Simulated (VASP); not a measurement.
P:

```
P
1.0
    -1.71809    2.91070    4.87127
     1.71809   -2.91070    4.87127
     1.71809    2.91070   -4.87127
P
6
Direct
  0.32903 0.00000 0.32903
  0.67097 0.00000 0.67097
  0.89157 0.21019 0.68138
  0.47119 0.78981 0.68138
  0.52881 0.21019 0.31862
  0.10843 0.78981 0.31862
```

The cell was built from a structure type or drawn by symmetry, and may not be a known phase.

```yaml
Program: VASP 6.6.1
Task: relaxation of cell and atoms
Functional: PBE
Potentials_or_basis: VASP PAW PBE potentials, release 64 (P)
Cutoff: 600 eV
k_mesh: 6 × 6 × 6
Occupations: gaussian, width 0.1 eV
Spin: no spin polarisation
```

At the start: pressure 35.5 GPa; volume 16.24 Å³/atom.

Problem. Where does the relaxation end?

Solution. Over 24 steps the energy falls by 848.4 meV/atom and the volume is 18.63 Å³/atom (+14.7 %); space group Immm (No. 71, to 0.1 Å) before and after.

The path:
```
step  energy change (eV)  largest force (eV/Å)  pressure (GPa)  volume (Å³)
   1              0.0000                3.8392           35.47        97.44
   2             -2.5486                2.1207           -6.78       156.55
   3             -3.5189                1.5573            1.48       128.75
   4             -3.8762                1.0640            0.00       133.88
   5             -4.0719                0.4646           -1.05       139.76
   6             -4.0854                0.4340           -1.17       142.17
   7             -4.0863                0.4193           -1.15       141.65
   8             -4.1837                0.3560           -0.68       138.64
   9             -4.4138                0.5610            1.11       129.63
  10             -4.4616                0.6216            0.68       129.01
  11             -4.5220                0.7468           -0.04       127.62
  12             -4.4566                0.6945           -1.57       124.45
  13             -4.5294                0.8463           -0.56       126.58
  14             -4.6133                0.7809           -0.78       125.47
  15             -4.7548                0.6510           -0.76       121.95
  16             -4.8770                0.3366           -0.15       120.13
  17             -4.9411                0.6008            1.08       117.43
  18             -5.0126                0.3923           -0.18       117.78
  19             -5.0486                0.1012           -1.62       118.14
  20             -5.0718                0.1753           -0.49       115.18
  21             -5.0732                0.2411           -0.11       114.25
  22             -5.0883                0.0178            0.07       112.09
  23             -5.0883                0.0177            0.07       111.95
  24             -5.0906                0.0330           -0.05       111.78
```

Final structure:
```
P
1.0
    -1.59550    2.63914    6.63688
     1.59550   -2.63914    6.63688
     1.59550    2.63914   -6.63688
P
6
Direct
  0.29267 0.00000 0.29267
  0.70733 0.00000 0.70733
  0.90303 0.19039 0.71264
  0.52226 0.80961 0.71264
  0.47774 0.19039 0.28736
  0.09697 0.80961 0.28736
```

Caveat: a cell axis changed by over 15 % at a fixed basis, so the end point is rough.
